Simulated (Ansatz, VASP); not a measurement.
Zn3Se2S: VASP beside Ansatz

```
Zn Se S
1.0
     3.98002    0.00000    0.00000
    -1.99001    3.44679    0.00000
     0.00000    0.00000   19.60886
Zn Se S
6 4 2
Direct
  0.33333 0.66667 0.99705
  0.33333 0.66667 0.34000
  0.33333 0.66667 0.66851
  0.66667 0.33333 0.16851
  0.66667 0.33333 0.49705
  0.66667 0.33333 0.84000
  0.33333 0.66667 0.12402
  0.33333 0.66667 0.79503
  0.66667 0.33333 0.29503
  0.66667 0.33333 0.62401
  0.33333 0.66667 0.46039
  0.66667 0.33333 0.96039
```

Alike in both runs: task single point; functional PBE; k mesh 6 × 6 × 1; occupations gaussian, width 0.1 eV; no spin polarisation.

|  | VASP | Ansatz |
| --- | --- | --- |
| version | VASP 6.6.1 | Ansatz 0.2.0 |
| potentials or method | VASP PAW PBE potentials, release 64 (Zn, Se, S), cutoff 520 eV | scalar-relativistic, plane waves, PAW |
| valence electrons in the cell | 108 | 148 |

Ansatz gave:

```
gap on the k mesh at the Fermi level (eV) : 1.30
least direct gap on the mesh (eV)         : 1.30
pressure (GPa)                            : 0.0
```

Q: What did VASP give for the same quantities?

A: gap on the k mesh at the Fermi level (eV): 1.30; least direct gap on the mesh (eV): 1.30; pressure (GPa): 0.2.

VASP's potentials hold 108 valence electrons a cell and Ansatz's 148, so a difference there can come from the potentials and not from the codes.
